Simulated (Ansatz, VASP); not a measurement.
**Two plane-wave programs on B3P2**

```
B P
1.0
     3.07914    0.00000    0.00000
    -1.53957    2.66661    0.00000
     0.00000    0.00000    6.32518
B P
3 2
Direct
  0.00000 0.00000 0.00000
  0.33333 0.66667 0.48201
  0.66667 0.33333 0.51799
  0.33333 0.66667 0.18174
  0.66667 0.33333 0.81826
```

Alike in both runs: functional PBE; k mesh 12 × 12 × 6; occupations gaussian, width 0.1 eV; no spin polarisation.

Ansatz relaxed the structure, and its values are those at the end. VASP's run is a single point on that final structure, the one shown.

|  | VASP | Ansatz |
| --- | --- | --- |
| version | VASP 6.6.1 | Ansatz 0.2.0 |
| potentials or method | VASP PAW PBE potentials, release 64 (B, P), cutoff 520 eV | scalar-relativistic, plane waves, PAW |
| valence electrons in the cell | 19 | 19 |

Ansatz gave:

```
gap on the k mesh at the Fermi level (eV) : none
pressure (GPa)                            : 0.0
rms of the force components (eV/Å)        : 0.000
```

What did VASP give for the same quantities?

gap on the k mesh at the Fermi level (eV): none; pressure (GPa): -0.2; rms of the force components (eV/Å): 0.004.

A gap of «none» marks a metal or a gap that the smearing closes.
